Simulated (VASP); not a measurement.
Here is a VASP 6.6.1 calculation.

Contents of INCAR:

```
ALGO     = Normal         # electronic algorithm
EDIFF    = 1E-7           # SCF threshold, eV
EDIFFG   = -0.02          # ionic threshold
ENCUT    = 520            # plane-wave cutoff, eV
GGA      = PE             # functional
GGA_COMPAT= F            
IBRION   = 2              # ionic algorithm
ISIF     = 2              # what is computed and relaxed
ISMEAR   = 1              # smearing method
LASPH    = T              # aspherical terms in the spheres
LCHARG   = F              # write CHGCAR
LREAL    = F              # projectors in reciprocal space
LWAVE    = F              # write WAVECAR
NELM     = 120            # most SCF steps
NELMIN   = 4            
NSW      = 90             # ionic steps
PREC     = Accurate       # precision mode
SIGMA    = 0.1            # smearing width, eV
```

Contents of KPOINTS:

```
k-points
0
Gamma
  4 4 4
```

POSCAR

```
Ta7N8
1.0
    0.0000000000      4.4157308800      4.4157308800
    4.4157308800      0.0000000000      4.4157308800
    4.4157308800      4.4157308800      0.0000000000
Ta N
7 8
Direct
    0.2500000000      0.2500000000      0.2500000000
    0.2500000000      0.7500000000      0.2500000000
    0.2500000000      0.7500000000      0.7500000000
    0.7500000000      0.2500000000      0.2500000000
    0.7500000000      0.2500000000      0.7500000000
    0.7500000000      0.7500000000      0.2500000000
    0.7500000000      0.7500000000      0.7500000000
    0.0000000000      0.0000000000      0.0000000000
    0.0000000000      0.0000000000      0.5000000000
    0.0000000000      0.5000000000      0.0000000000
    0.0000000000      0.5000000000      0.5000000000
    0.5000000000      0.0000000000      0.0000000000
    0.5000000000      0.0000000000      0.5000000000
    0.5000000000      0.5000000000      0.0000000000
    0.5000000000      0.5000000000      0.5000000000
```

Potentials or basis: VASP PAW PBE potentials, release 64 (Ta_pv, N).

Launch:

```bash
$ cat potpaw_PBE.64/Ta_pv/POTCAR potpaw_PBE.64/N/POTCAR > POTCAR
$ mpirun -np 1 vasp_std > vasp.out
```

Task: Predict the energy gained by relaxing.

Result: 0.0 meV/atom.

Final structure:
```
Ta N
1.0
     0.00000    4.41573    4.41573
     4.41573    0.00000    4.41573
     4.41573    4.41573    0.00000
Ta N
7 8
Direct
  0.25000 0.25000 0.25000
  0.25000 0.75000 0.25000
  0.25000 0.75000 0.75000
  0.75000 0.25000 0.25000
  0.75000 0.25000 0.75000
  0.75000 0.75000 0.25000
  0.75000 0.75000 0.75000
  0.00026 0.00026 0.99974
  0.00000 0.00000 0.50000
  0.00026 0.49974 0.99974
  0.00026 0.49974 0.50026
  0.49974 0.00026 0.99974
  0.49974 0.00026 0.50026
  0.50000 0.50000 0.00000
  0.49974 0.49974 0.50026
```
